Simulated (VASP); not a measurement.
# Hf in VASP: single point with PBE

Aim: the single point of Hf with PBE.

Program: VASP 6.6.1. These are calculated values, not measurements. Logs are shortened: lines on timing, memory, paths and dates and some standing lists are left out, and cuts for length are marked.

### 1 The cell of the first run

The cell holds a slab with vacuum, 12 atoms: a = 3.205 Å, b = 5.067 Å, c = 30.802 Å, α = 90.00°, β = 90.00°, γ = 90.00°.

### 2 Single point, PBE

The input, INCAR:

```
  PREC = Accurate
  ENCUT = 400
  EDIFF = 1E-6
  ISMEAR = 1
  SIGMA = 0.1
  LREAL = False
  LASPH = True
  NELM = 120
  ALGO = Normal
  ISIF = 2
  LWAVE = False
  LCHARG = False
  LDIPOL = True
  IDIPOL = 3
  DIPOL = 0.5 0.5 0.500
  GGA = PE
  NBANDS = 72
  GGA_COMPAT = False
  NELMDL = -8
```

The input, KPOINTS:

```
Automatic mesh
0
Gamma
  10 7 1
```

The input, POSCAR:

```
Hf
1.0
    3.2048063930      0.0000000000      0.0000000000
    0.0000000000      5.0671622890      0.0000000000
    0.0000000000      0.0000000000     30.8023666670
Hf
12
Direct
    0.0000000000      0.0000000000      0.2633317271
    0.5000000000      0.0000000000      0.3490732102
    0.5000000000      0.5000000000      0.2915444330
    0.0000000000      0.0000000000      0.4396699848
    0.0000000000      0.5000000000      0.3800865716
    0.5000000000      0.0000000000      0.5301363022
    0.5000000000      0.5000000000      0.4698636959
    0.0000000000      0.0000000000      0.6199134287
    0.0000000000      0.5000000000      0.5603300173
    0.5000000000      0.0000000000      0.7084555658
    0.5000000000      0.5000000000      0.6509267886
    0.0000000000      0.5000000000      0.7366682748
```

Potentials or basis: VASP PAW PBE potentials, release 64 (Hf_pv).

Launch:

```
$ cat potpaw_PBE.64/Hf_pv/POTCAR > POTCAR
$ mpirun -np 1 vasp_std > vasp.out
```

OUTCAR:

```text
PREC = Accurate
   ENCUT = 400
   EDIFF = 1E-6
   ISMEAR = 1
   LREAL = False
   LASPH = True
   NELM = 120
   ISIF = 2
   GGA = PE
   NELMDL = -8

 ion  position               nearest neighbor table
   1  0.000  0.000  0.263-   2 3.09   2 3.09   3 3.12   3 3.12   3 3.12   3 3.12
   2  0.500  0.000  0.349-   1 3.09   1 3.09   3 3.09   3 3.09   5 3.15   5 3.15   5 3.15   5 3.15
                             4 3.22   4 3.22
   3  0.500  0.500  0.292-   2 3.09   2 3.09   1 3.12   1 3.12   1 3.12   1 3.12   5 3.16   5 3.16

   4  0.000  0.000  0.440-   5 3.13   5 3.13   7 3.14   7 3.14   7 3.14   7 3.14   6 3.21   6 3.21
                             2 3.22   2 3.22
   5  0.000  0.500  0.380-   4 3.13   4 3.13   2 3.15   2 3.15   2 3.15   2 3.15   3 3.16   3 3.16
                             7 3.20   7 3.20
   6  0.500  0.000  0.530-   9 3.14   9 3.14   9 3.14   9 3.14   7 3.14   7 3.14   8 3.20   8 3.20
                             4 3.21   4 3.21
   7  0.500  0.500  0.470-   4 3.14   4 3.14   4 3.14   4 3.14   6 3.14   6 3.14   5 3.20   5 3.20
                             9 3.21   9 3.21
   8  0.000  0.000  0.620-   9 3.13   9 3.13  11 3.15  11 3.15  11 3.15  11 3.15  10 3.16  10 3.16
                             6 3.20   6 3.20
   9  0.000  0.500  0.560-   8 3.13   8 3.13   6 3.14   6 3.14   6 3.14   6 3.14   7 3.21   7 3.21
                            11 3.22  11 3.22
  10  0.500  0.000  0.708-  11 3.09  11 3.09  12 3.12  12 3.12  12 3.12  12 3.12   8 3.16   8 3.16

  11  0.500  0.500  0.651-  12 3.09  12 3.09  10 3.09  10 3.09   8 3.15   8 3.15   8 3.15   8 3.15
                             9 3.22   9 3.22
  12  0.000  0.500  0.737-  11 3.09  11 3.09  10 3.12  10 3.12  10 3.12  10 3.12

  LATTYP: Found a simple orthorhombic cell.
 ALAT       =     3.2048063930
 B/A-ratio  =     1.5811133865
 C/A-ratio  =     9.6113034267

  Lattice vectors:

 A1 = (   3.2048063930,   0.0000000000,   0.0000000000)
 A2 = (   0.0000000000,   5.0671622890,   0.0000000000)
 A3 = (   0.0000000000,   0.0000000000,  30.8023666670)

Analysis of symmetry for initial positions (statically):
=====================================================================
 Subroutine PRICEL returns:
 Original cell was already a primitive cell.

 Routine SETGRP: Setting up the symmetry group for a
 simple orthorhombic supercell.

 Subroutine GETGRP returns: Found  8 space group operations
 (whereof  4 operations were pure point group operations)
 out of a pool of  8 trial point group operations.

The static configuration has the point symmetry C_2v.
 The point group associated with its full space group is D_2h.

Analysis of symmetry for dynamics (positions and initial velocities):
=====================================================================
[... 154 lines left out ...]
   LORBIT       =      0    0 simple, 1 ext, 2 COOP (PROOUT), +10 PAW based schemes
   GGA     = PE    functional components
   LHFCALC =     F    Hartree Fock is set to
   AEXX    =    0.0000 exact exchange contribution
   IVDW    =     0    specifies the selected vdW correction
   LEPSILON=     F    determine dielectric tensor
   LRPA    =     F    only Hartree local field effects (RPA)
 non-spin polarized calculation
 Methfessel and Paxton  Order N= 1 SIGMA  =   0.10
  energy-cutoff  :      400.00
  volume of cell :      500.21
 maximum number of plane-waves:      9122
 NGX is ok and might be reduce to    24
   NGX = 11   NGY = 17   NGZ =101

 dipolmoment           0.000000      0.000000     -0.000000 electrons x Angstroem

 number of electron     119.9999997 magnetization

 dipolmoment           0.000000      0.000000      0.000003 electrons x Angstroem

 Free energy of the ion-electron system (eV)
  ---------------------------------------------------
  ext. energy  EPLUGINS =         0.00000000
  ---------------------------------------------------
  free energy    TOTEN  =      -115.32228727 eV

  energy without entropy =     -115.31749009  energy(sigma->0) =     -115.32068821

 E-fermi :   0.9169     XC(G=0):  -6.7652

 val. band max:        0.8969690380   @ k =   0.3000   0.2857   0.0000
 cond. band min:       0.9225639048   @ k =   0.1000   0.0000   0.0000
 fundamental gap:      0.0255948668
 Fermi energy:         0.9169241322

 k-point     1 :       0.0000    0.0000    0.0000
  band No.  band energies     occupation
      1     -30.3087      2.00000
      2     -30.3085      2.00000
      3     -30.2616      2.00000
      4     -30.2609      2.00000
      5     -30.1103      2.00000
      6     -30.0401      2.00000
[... 1789 lines left out ...]
     71       2.1020     -0.00000
     72       2.1052     -0.00000

------------------------ aborting loop because EDIFF is reached ----------------------------------------

 vacuum level on the upper side and lower side of the slab       (xc-potential included)        -0.307        -0.307

  FORCE on cell =-STRESS in cart. coord.  units (eV):
  Direction    XX          YY          ZZ          XY          YZ          ZX
  --------------------------------------------------------------------------------------
  -------------------------------------------------------------------------------------
  Total       -5.0480402     -3.6217066     -0.8832800      0.0000000      0.0000000      0.0000000
  in kB      -16.1689825    -11.6004050     -2.8291650      0.0000000      0.0000000      0.0000000
  external PRESSURE =     -10.1995175 kB  Pullay stress =       0.0000000 kB

 VOLUME and BASIS-vectors are now :
 -----------------------------------------------------------------------------
  energy-cutoff  :      400.00
  volume of cell :      500.21
      direct lattice vectors                 reciprocal lattice vectors
     3.204806393  0.000000000  0.000000000     0.312031330  0.000000000  0.000000000
     0.000000000  5.067162289  0.000000000     0.000000000  0.197349116  0.000000000
     0.000000000  0.000000000 30.802366667     0.000000000  0.000000000  0.032465038

 POSITION                                       TOTAL-FORCE (eV/Angst)
 -----------------------------------------------------------------------------------
      0.00000      0.00000      8.11124         0.000000      0.000000      0.042222
      1.60240      0.00000     10.75228         0.000000      0.000000     -0.023692
      1.60240      2.53358      8.98026         0.000000      0.000000      0.021935
      0.00000      0.00000     13.54288         0.000000      0.000000      0.000203
      0.00000      2.53358     11.70757         0.000000      0.000000     -0.007544
      1.60240      0.00000     16.32945         0.000000      0.000000     -0.000248
      1.60240      2.53358     14.47291         0.000000      0.000000      0.000248
      0.00000      0.00000     19.09480         0.000000      0.000000      0.007544
      0.00000      2.53358     17.25949         0.000000      0.000000     -0.000203
      1.60240      0.00000     21.82211         0.000000      0.000000     -0.021935
      1.60240      2.53358     20.05009         0.000000      0.000000      0.023692
      0.00000      2.53358     22.69113         0.000000      0.000000     -0.042222
 -----------------------------------------------------------------------------------
    total drift:                                0.000000      0.000000      0.000304

  FREE ENERGIE OF THE ION-ELECTRON SYSTEM (eV)
  ---------------------------------------------------
  free  energy   TOTEN  =      -115.3222872662 eV

  energy  without entropy=     -115.3174900949  energy(sigma->0) =     -115.32068821

 vacuum level on the upper side and lower side of the slab         4.537         4.537
```

stdout:

```text
POSCAR found type information on POSCAR Hf
 POSCAR found :  1 types and      12 ions
 scaLAPACK will be used
 LDA part: xc-table for (Slater+PW92), standard interpolation
 POSCAR, INCAR and KPOINTS ok, starting setup
 FFT: planning ... GRIDC
 FFT: planning ... GRID_SOFT
 FFT: planning ... GRID
 WAVECAR not read
 entering main loop
```

Run time: 44 min. Hardware: 1 thread of Intel Xeon Platinum 8488C (Sapphire Rapids), shared host; peak memory 0.65 GiB.

What came out:

| Quantity | Value |
| --- | --- |
| Free energy | -115.3223 eV |
| Largest force | 0.042 eV/Å |
| Band gap on the k mesh | zero (bands 60 and 61 overlap by 0.82 eV) |

Forces on the atoms (eV/Å):
```
Hf   0.000  0.000  0.042
Hf   0.000  0.000 -0.024
Hf   0.000  0.000  0.022
Hf   0.000  0.000  0.000
Hf   0.000  0.000 -0.008
Hf   0.000  0.000  0.000
Hf   0.000  0.000  0.000
Hf   0.000  0.000  0.008
Hf   0.000  0.000  0.000
Hf   0.000  0.000 -0.022
Hf   0.000  0.000  0.024
Hf   0.000  0.000 -0.042
```

Caveat: spin-orbit coupling is left out, which moves the levels of the heavy elements.
